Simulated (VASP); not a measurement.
# GaSb in VASP: a series of runs

The runs below take GaSb through single point, with PBE.

Program: VASP 6.6.1. These are calculated values, not measurements. Logs are shortened: lines on timing, memory, paths and dates and some standing lists are left out, and cuts for length are marked.

## 1. The cell of the first run

Symmetry: F-43m, No. 216, cubic system. The conventional cell has a = 6.215 Å, b = 6.215 Å, c = 6.215 Å, α = 90.00°, β = 90.00°, γ = 90.00°. Ga (site symmetry -43m) has 4 Sb at 2.69 Å within 3.5 Å. Sb (site symmetry -43m) has 4 Ga at 2.69 Å within 3.5 Å.

## 2. Single point, PBE

INCAR

```
SYSTEM = GaSb
  PREC = Accurate
  ENCUT = 520
  EDIFF = 1E-6
  ISMEAR = 0
  SIGMA = 0.1
  LREAL = .False.
  LASPH = .True.
  NELM = 80
  ALGO = Normal
  ISIF = 2
  LWAVE = .False.
  LCHARG = .True.
  GGA = PE
  LELF = .True.
  LVHAR = .True.
  NBANDS = 16
```

KPOINTS

```
regular mesh
0
Gamma
  12 12 12
  0 0 0
```

POSCAR

```
GaSb
1.0
    0.0000000000      3.1077436091      3.1077436091
    3.1077436091      0.0000000000      3.1077436091
    3.1077436091      3.1077436091      0.0000000000
Ga Sb
1 1
Direct
    0.0000000000      0.0000000000      0.0000000000
    0.7500000000      0.7500000000      0.7500000000
```

Potentials or basis: VASP PAW PBE potentials, release 64 (Ga_d, Sb).

The run is started by

```sh
cat potpaw_PBE.64/Ga_d/POTCAR potpaw_PBE.64/Sb/POTCAR > POTCAR
mpirun -np 1 vasp_std > vasp.out
```

OUTCAR:

```text
SYSTEM = GaSb
   PREC = Accurate
   ENCUT = 520
   EDIFF = 1E-6
   ISMEAR = 0
   LREAL = .False.
   LASPH = .True.
   NELM = 80
   ISIF = 2
   GGA = PE

 ion  position               nearest neighbor table
   1  0.000  0.000  0.000-   2 2.69   2 2.69   2 2.69   2 2.69
   2  0.750  0.750  0.750-   1 2.69   1 2.69   1 2.69   1 2.69

  LATTYP: Found a face centered cubic cell.
 ALAT       =     6.2154872182

  Lattice vectors:

 A1 = (   0.0000000000,   3.1077436091,   3.1077436091)
 A2 = (   3.1077436091,   0.0000000000,   3.1077436091)
 A3 = (   3.1077436091,   3.1077436091,   0.0000000000)

Analysis of symmetry for initial positions (statically):
=====================================================================
 Subroutine PRICEL returns:
 Original cell was already a primitive cell.

 Routine SETGRP: Setting up the symmetry group for a
 face centered cubic supercell.

 Subroutine GETGRP returns: Found 24 space group operations
 (whereof 24 operations were pure point group operations)
 out of a pool of 48 trial point group operations.

The static configuration has the point symmetry T_d .

Analysis of symmetry for dynamics (positions and initial velocities):
=====================================================================
 Subroutine PRICEL returns:
 Original cell was already a primitive cell.

 Routine SETGRP: Setting up the symmetry group for a
 face centered cubic supercell.

 Subroutine GETGRP returns: Found 24 space group operations
 (whereof 24 operations were pure point group operations)
 out of a pool of 48 trial point group operations.

The dynamic configuration has the point symmetry T_d .

 Subroutine INISYM returns: Found 24 space group operations
 (whereof 24 operations are pure point group operations),
 and found     1 'primitive' translations

----------------------------------------------------------------------------------------

                                     Primitive cell

  volume of cell :      60.0296

  direct lattice vectors                    reciprocal lattice vectors
     0.000000000  3.107743609  3.107743609    -0.160888433  0.160888433  0.160888433
     3.107743609  0.000000000  3.107743609     0.160888433 -0.160888433  0.160888433
     3.107743609  3.107743609  0.000000000     0.160888433  0.160888433 -0.160888433

  length of vectors
     4.395013160  4.395013160  4.395013160     0.278666941  0.278666941  0.278666941

  position of ions in fractional coordinates (direct lattice)
     0.000000000  0.000000000  0.000000000
     0.750000000  0.750000000  0.750000000

  ion indices of the primitive-cell ions
   primitive index   ion index
                 1           1
                 2           2

----------------------------------------------------------------------------------------

 KPOINTS: regular mesh

Automatic generation of k-mesh.
 Grid dimensions read from file:
 generate k-points for:   12   12   12

 Generating k-lattice:

  Cartesian coordinates                     Fractional coordinates (reciprocal lattice)
    -0.013407369  0.013407369  0.013407369     0.083333333  0.000000000  0.000000000
     0.013407369 -0.013407369  0.013407369     0.000000000  0.083333333  0.000000000
     0.013407369  0.013407369 -0.013407369     0.000000000  0.000000000  0.083333333

  Length of vectors
     0.023222245  0.023222245  0.023222245

  Shift w.r.t. Gamma in fractional coordinates (k-lattice)
     0.000000000  0.000000000  0.000000000

 Subroutine IBZKPT returns following result:
 ===========================================

 Found     72 irreducible k-points:

 Following reciprocal coordinates:
            Coordinates               Weight
  0.000000  0.000000  0.000000      1.000000
  0.083333  0.000000  0.000000      8.000000
  0.166667  0.000000  0.000000      8.000000
  0.250000  0.000000  0.000000      8.000000
  0.333333  0.000000  0.000000      8.000000
  0.416667  0.000000  0.000000      8.000000
[... 16 lines left out ...]
  0.500000  0.166667  0.000000     24.000000
 -0.416667  0.166667  0.000000     24.000000
 [... further k-points ...]
   k-points           NKPTS =     72   k-points in BZ     NKDIM =     72   number of bands    NBANDS=     16
   number of dos      NEDOS =    301   number of ions     NIONS =      2
   total plane-waves  NPLWV =  46656
   dimension x,y,z NGX =    36 NGY =   36 NGZ =   36
   dimension x,y,z NGXF=    72 NGYF=   72 NGZF=   72
   ions per type =               1   1
   NGX,Y,Z   is equivalent  to a cutoff of  13.62, 13.62, 13.62 a.u.
   NGXF,Y,Z  is equivalent  to a cutoff of  27.23, 27.23, 27.23 a.u.
 SYSTEM =  GaSb
   PREC   = accura    normal or accurate (medium, high low for compatibility)
   ISTART =      0    job   : 0-new  1-cont  2-samecut
   ICHARG =      2    charge: 1-file 2-atom 10-const
   ISPIN  =      1    spin polarized calculation?
   LNONCOLLINEAR =      F non collinear calculations
   LSORBIT =      F    spin-orbit coupling
   LASPH  =      T    aspherical Exc in radial PAW
   ENCUT  =  520.0 eV  38.22 Ry    6.18 a.u.   8.17  8.17  8.17*2*pi/ulx,y,z
   NELM   =     80;   NELMIN=  2; NELMDL= -5     # of ELM steps
   EDIFF  = 0.1E-05   stopping-criterion for ELM
   LREAL  =      F    real-space projection
   EDIFFG = 0.1E-04   stopping-criterion for IOM
   NSW    =      0    number of steps for IOM
   IBRION =     -1    ionic relax: 0-MD 1-quasi-New 2-CG
   NFREE  =      0    steps in history (QN), initial steepest desc. (CG)
   ISIF   =      2    stress and relaxation
   ISYM   =      2    0-nonsym 1-usesym 2-fastsym
   POTIM  = 0.5000    time-step for ionic-motion
   TEBEG  =    0.0;   TEEND  =   0.0 temperature during run
   PSTRESS=    0.0 pullay stress
   NELECT =      18.0000    total number of electrons
   NUPDOWN=      -1.0000    fix difference up-down
   EMIN   =  10.00;   EMAX   =-10.00  energy-range for DOS
   EFERMI =   0.00;   METHOD = LEGACY
   ISMEAR =     0;   SIGMA  =   0.10  broadening in eV -4-tet -1-fermi 0-gaus
   EFERMI_NEDOS =   21; number of points for ismear=-14 and -15
   IALGO  =     38    algorithm
   IMIX   =      4    mixing-type and parameters
     AMIX     =   0.40;   BMIX     =  1.00
     AMIX_MAG =   1.60;   BMIX_MAG =  1.00
  volume/ion in A,a.u.               =      30.01       202.55
[... 38 lines left out ...]
      3     -10.5499      2.00000
      4     -10.5070      2.00000
      5     -10.5070      2.00000
      6      -6.7601      2.00000
[... 8 lines left out ...]
     15      12.8986      0.00000
     16      12.8986      0.00000

 k-point     2 :       0.0833    0.0000    0.0000
  band No.  band energies     occupation
      1     -10.5514      2.00000
      2     -10.5492      2.00000
      3     -10.5492      2.00000
      4     -10.5071      2.00000
      5     -10.5071      2.00000
      6      -6.6927      2.00000
[... 8 lines left out ...]
     15      12.4233      0.00000
     16      12.4233      0.00000

 k-point     3 :       0.1667    0.0000    0.0000
  band No.  band energies     occupation
      1     -10.5556      2.00000
      2     -10.5473      2.00000
      3     -10.5473      2.00000
      4     -10.5073      2.00000
      5     -10.5073      2.00000
      6      -6.4949      2.00000
[... 8 lines left out ...]
     15      11.9699      0.00000
     16      11.9699      0.00000

 k-point     4 :       0.2500    0.0000    0.0000
  band No.  band energies     occupation
      1     -10.5613      2.00000
      2     -10.5449      2.00000
      3     -10.5449      2.00000
      4     -10.5073      2.00000
      5     -10.5073      2.00000
      6      -6.1823      2.00000
[... 8 lines left out ...]
     15      11.9415      0.00000
     16      11.9415      0.00000

 k-point     5 :       0.3333    0.0000    0.0000
  band No.  band energies     occupation
      1     -10.5669      2.00000
      2     -10.5428      2.00000
      3     -10.5428      2.00000
      4     -10.5071      2.00000
      5     -10.5071      2.00000
      6      -5.7939      2.00000
[... 8 lines left out ...]
     15      12.4300      0.00000
     16      12.4300      0.00000

 k-point     6 :       0.4167    0.0000    0.0000
  band No.  band energies     occupation
      1     -10.5709      2.00000
      2     -10.5413      2.00000
      3     -10.5413      2.00000
      4     -10.5069      2.00000
      5     -10.5069      2.00000
      6      -5.4230      2.00000
[... 8 lines left out ...]
     15      13.3253      0.00000
     16      13.3253      0.00000

 k-point     7 :       0.5000    0.0000    0.0000
  band No.  band energies     occupation
      1     -10.5724      2.00000
      2     -10.5408      2.00000
      3     -10.5408      2.00000
      4     -10.5067      2.00000
      5     -10.5067      2.00000
      6      -5.2546      2.00000
[... 8 lines left out ...]
     15      14.1275      0.00000
     16      14.1275      0.00000

 k-point     8 :       0.0833    0.0833    0.0000
  band No.  band energies     occupation
      1     -10.5527      2.00000
      2     -10.5485      2.00000
      3     -10.5485      2.00000
      4     -10.5075      2.00000
      5     -10.5068      2.00000
      6      -6.6701      2.00000
[... 8 lines left out ...]
     15      11.7978      0.00000
     16      12.9860      0.00000

 k-point     9 :       0.1667    0.0833    0.0000
  band No.  band energies     occupation
      1     -10.5563      2.00000
      2     -10.5470      2.00000
      3     -10.5467      2.00000
      4     -10.5080      2.00000
      5     -10.5066      2.00000
      6      -6.5153      2.00000
[... 8 lines left out ...]
     15      11.4194      0.00000
     16      12.7036      0.00000
[... 172 lines left out ...]
 k-point    19 :       0.1667    0.1667    0.0000
  band No.  band energies     occupation
      1     -10.5601      2.00000
      2     -10.5448      2.00000
      3     -10.5448      2.00000
      4     -10.5090      2.00000
      5     -10.5061      2.00000
      6      -6.4041      2.00000
[... 8 lines left out ...]
     15      11.8476      0.00000
     16      13.2482      0.00000

 k-point    20 :       0.2500    0.1667    0.0000
  band No.  band energies     occupation
      1     -10.5648      2.00000
      2     -10.5426      2.00000
      3     -10.5423      2.00000
      4     -10.5099      2.00000
      5     -10.5058      2.00000
      6      -6.1689      2.00000
[... 8 lines left out ...]
     15      12.6084      0.00000
     16      13.2352      0.00000

 k-point    21 :       0.3333    0.1667    0.0000
  band No.  band energies     occupation
      1     -10.5694      2.00000
      2     -10.5408      2.00000
      3     -10.5400      2.00000
      4     -10.5103      2.00000
      5     -10.5056      2.00000
      6      -5.8312      2.00000
[... 8 lines left out ...]
     15      13.0004      0.00000
     16      13.4642      0.00000

 k-point    22 :       0.4167    0.1667    0.0000
  band No.  band energies     occupation
      1     -10.5731      2.00000
      2     -10.5396      2.00000
      3     -10.5383      2.00000
      4     -10.5100      2.00000
      5     -10.5057      2.00000
      6      -5.4433      2.00000
[... 8 lines left out ...]
     15      13.3316      0.00000
     16      14.1243      0.00000

 k-point    23 :       0.5000    0.1667    0.0000
  band No.  band energies     occupation
      1     -10.5751      2.00000
      2     -10.5389      2.00000
      3     -10.5377      2.00000
      4     -10.5092      2.00000
      5     -10.5061      2.00000
      6      -5.1265      2.00000
[... 8 lines left out ...]
     15      13.9501      0.00000
     16      14.1758      0.00000

 k-point    24 :      -0.4167    0.1667    0.0000
  band No.  band energies     occupation
      1     -10.5750      2.00000
      2     -10.5389      2.00000
      3     -10.5381      2.00000
      4     -10.5082      2.00000
      5     -10.5070      2.00000
      6      -5.0752      2.00000
[... 8 lines left out ...]
     15      12.9785      0.00000
     16      13.4229      0.00000

 [... further k-points ...]

------------------------ aborting loop because EDIFF is reached ----------------------------------------

  FORCE on cell =-STRESS in cart. coord.  units (eV):
  Direction    XX          YY          ZZ          XY          YZ          ZX
  --------------------------------------------------------------------------------------
  -------------------------------------------------------------------------------------
  Total        0.0128914      0.0128914      0.0128914      0.0000000      0.0000000      0.0000000
  in kB        0.3440698      0.3440698      0.3440698      0.0000000      0.0000000      0.0000000
  external PRESSURE =       0.3440698 kB  Pullay stress =       0.0000000 kB

 VOLUME and BASIS-vectors are now :
 -----------------------------------------------------------------------------
  energy-cutoff  :      520.00
  volume of cell :       60.03
      direct lattice vectors                 reciprocal lattice vectors
     0.000000000  3.107743609  3.107743609    -0.160888433  0.160888433  0.160888433
     3.107743609  0.000000000  3.107743609     0.160888433 -0.160888433  0.160888433
     3.107743609  3.107743609  0.000000000     0.160888433  0.160888433 -0.160888433

 POSITION                                       TOTAL-FORCE (eV/Angst)
 -----------------------------------------------------------------------------------
      0.00000      0.00000      0.00000         0.000000      0.000000      0.000000
      4.66162      4.66162      4.66162        -0.000000     -0.000000     -0.000000
 -----------------------------------------------------------------------------------
    total drift:                               -0.000001     -0.000001     -0.000001

  FREE ENERGIE OF THE ION-ELECTRON SYSTEM (eV)
  ---------------------------------------------------
  free  energy   TOTEN  =        -7.3730874189 eV

  energy  without entropy=       -7.3729504540  energy(sigma->0) =       -7.37301894
```

Run time: 58 s. Hardware: 1 thread of Intel Xeon Platinum 8488C (Sapphire Rapids), shared host; peak memory 0.24 GiB.

Results:

| Property | Result |
| --- | --- |
| Free energy | -7.3731 eV |
| Pressure | 0.0 GPa |
| Band gap on the k mesh | zero (filled and empty bands touch) |

Levels at points of the mesh, in eV from the Fermi level:
```csv
k point,band 7,band 8,band 9,band 10,band 11,band 12
"(0.00, 0.00, 0.00)",-0.34,-0.05,-0.05,-0.05,2.74,2.74
"(0.50, 0.00, 0.00)",-6.19,-1.13,-1.13,0.26,3.70,3.70
"(0.50, 0.50, 0.00)",-6.65,-2.46,-2.46,0.90,1.29,8.33
```

Caveat: spin-orbit coupling is left out, which moves the levels of the heavy elements.

## 3. Single point, PBE (biaxial strain in the a-b plane: -2.0 %, then relaxed in part)

INCAR

```
PREC = Accurate
ENCUT = 520
EDIFF = 1E-6
ISMEAR = 0
SIGMA = 0.1
LREAL = F
LASPH = T
NELM = 100
ALGO = Normal
ISIF = 2
LWAVE = F
LCHARG = F
GGA = PE
NBANDS = 26
```

KPOINTS

```
regular mesh
0
Gamma
  10 10 8
```

POSCAR

```
GaSb
1.0
    3.0455887369      3.0455887369      0.0000000000
   -3.0455887369      3.0455887369      0.0000000000
    0.0000000000      0.0000000000      6.3161460149
Ga Sb
2 2
Direct
    0.0000000000      0.0000000000      0.0000000000
    0.5000000000      0.5000000000      0.5000000000
    0.5000000000      0.0000000000      0.2500000000
    0.0000000000      0.5000000000      0.7500000000
```

Potentials or basis: VASP PAW PBE potentials, release 64 (Ga_d, Sb).

The run is started by

```sh
cat potpaw_PBE.64/Ga_d/POTCAR potpaw_PBE.64/Sb/POTCAR > POTCAR
mpirun -np 1 vasp_std > vasp.out
```

It took 90 s on 1 thread of Intel Xeon 6975P-C (Granite Rapids), shared host; peak memory 0.41 GiB.

It converged, with:

```yaml
Free_energy: -14.7210 eV
Pressure: 1.2 GPa
Band_gap_on_the_k_mesh: zero (filled and empty bands touch)
```

Stress tensor (GPa, compression positive):
```
1.73 0.00 0.00
0.00 1.73 0.00
0.00 0.00 0.07
```

Levels at points of the mesh, in eV from the Fermi level:
| k point | band 14 | band 15 | band 16 | band 17 | band 18 | band 19 | band 20 | band 21 | band 22 | band 23 |
| --- | --- | --- | --- | --- | --- | --- | --- | --- | --- | --- |
| (0.00, 0.00, 0.00) | -2.47 | -2.47 | -0.26 | -0.26 | -0.05 | -0.05 | 0.99 | 1.33 | 2.64 | 2.64 |
| (0.50, 0.00, 0.00) | -5.62 | -3.32 | -3.32 | -1.15 | -1.15 | 1.98 | 1.98 | 4.42 | 4.42 | 4.44 |
| (0.50, 0.50, 0.00) | -6.77 | -2.69 | -2.69 | -2.66 | -2.66 | 0.72 | 0.72 | 1.11 | 1.11 | 8.35 |
| (0.00, 0.00, 0.50) | -4.28 | -1.61 | -1.61 | -1.61 | -1.61 | 1.34 | 1.34 | 2.54 | 2.54 | 5.30 |
| (0.50, 0.00, 0.50) | -6.37 | -1.37 | -1.37 | -1.10 | -1.10 | 0.22 | 0.22 | 3.56 | 3.56 | 3.73 |
| (0.50, 0.50, 0.50) | -6.66 | -3.37 | -3.37 | -3.14 | -3.14 | 3.22 | 3.22 | 3.98 | 3.98 | 3.99 |

Caveat: the cell differs from its parent crystal (biaxial strain in the a-b plane: -2.0 %, then relaxed in part); spin-orbit coupling is left out, which moves the levels of the heavy elements.

## 4. Single point, PBE

This run uses another cell than the first one: it holds 4 atoms, not 2.

INCAR

```
ALGO = Normal
EDIFF = 1E-6
ENCUT = 520
GGA = PE
ISIF = 2
ISMEAR = 0
LASPH = True
LCHARG = True
LELF = True
LREAL = False
LVHAR = True
LWAVE = False
NBANDS = 26
NELM = 80
PREC = Accurate
SIGMA = 0.1
```

KPOINTS

```
k-points
0
Gamma
  10 10 8
```

POSCAR

```
GaSb
1.0
    3.1077436091      3.1077436091      0.0000000000
   -3.1077436091      3.1077436091      0.0000000000
    0.0000000000      0.0000000000      6.2154872181
Ga Sb
2 2
Direct
    0.0000000000      0.0000000000      0.0000000000
    0.5000000000      0.5000000000      0.5000000000
    0.5000000000      0.0000000000      0.2500000000
    0.0000000000      0.5000000000      0.7500000000
```

The run is started by

```sh
cat potpaw_PBE.64/Ga_d/POTCAR potpaw_PBE.64/Sb/POTCAR > POTCAR
mpirun -np 1 vasp_std > vasp.out
```

Wall time 2 min (1 thread of Intel Xeon 6975P-C (Granite Rapids), shared host); peak memory 0.43 GiB.

It converged, with:

| Property | Result |
| --- | --- |
| Free energy | -14.7462 eV |
| Pressure | 0.0 GPa |
| Band gap on the k mesh | zero (filled and empty bands touch) |

Levels at points of the mesh, in eV from the Fermi level:
| k point | band 15 | band 16 | band 17 | band 18 | band 19 | band 20 | band 21 | band 22 |
| --- | --- | --- | --- | --- | --- | --- | --- | --- |
| (0.00, 0.00, 0.00) | -2.47 | -0.35 | -0.06 | -0.06 | -0.06 | 0.90 | 1.28 | 2.73 |
| (0.50, 0.00, 0.00) | -3.05 | -3.05 | -1.20 | -1.20 | 1.86 | 1.86 | 4.47 | 4.47 |
| (0.50, 0.50, 0.00) | -2.47 | -2.47 | -2.47 | -2.47 | 0.90 | 0.90 | 1.28 | 1.28 |
| (0.00, 0.00, 0.50) | -1.61 | -1.61 | -1.61 | -1.61 | 1.24 | 1.24 | 2.58 | 2.58 |
| (0.50, 0.00, 0.50) | -1.14 | -1.14 | -1.14 | -1.14 | 0.25 | 0.25 | 3.69 | 3.69 |
| (0.50, 0.50, 0.50) | -3.19 | -3.19 | -2.98 | -2.98 | 3.45 | 3.45 | 4.24 | 4.24 |

Caveat: spin-orbit coupling is left out, which moves the levels of the heavy elements.

## 5. Summary

| cell | k mesh | gap on the mesh (eV) | pressure (GPa) |
| --- | --- | --- | --- |
| a = 4.395 Å, angles 60.0°, 2 atoms | 12 × 12 × 12 | none | 0.0 |
| a = 4.307, b = 4.307, c = 6.316 Å, 4 atoms | 10 × 10 × 8 | none | 1.2 |
| a = 4.395, b = 4.395, c = 6.215 Å, 4 atoms | 10 × 10 × 8 | none | 0.0 |

Alike in all rows: task single point; level PBE; potentials or basis VASP PAW PBE potentials, release 64 (Ga_d, Sb); no spin polarisation; cutoff (eV) 520; smearing gaussian 0.1 eV.

Caveats: spin-orbit coupling is left out, which moves the levels of the heavy elements.

Absolute energies hang on the potentials; compare differences alone.
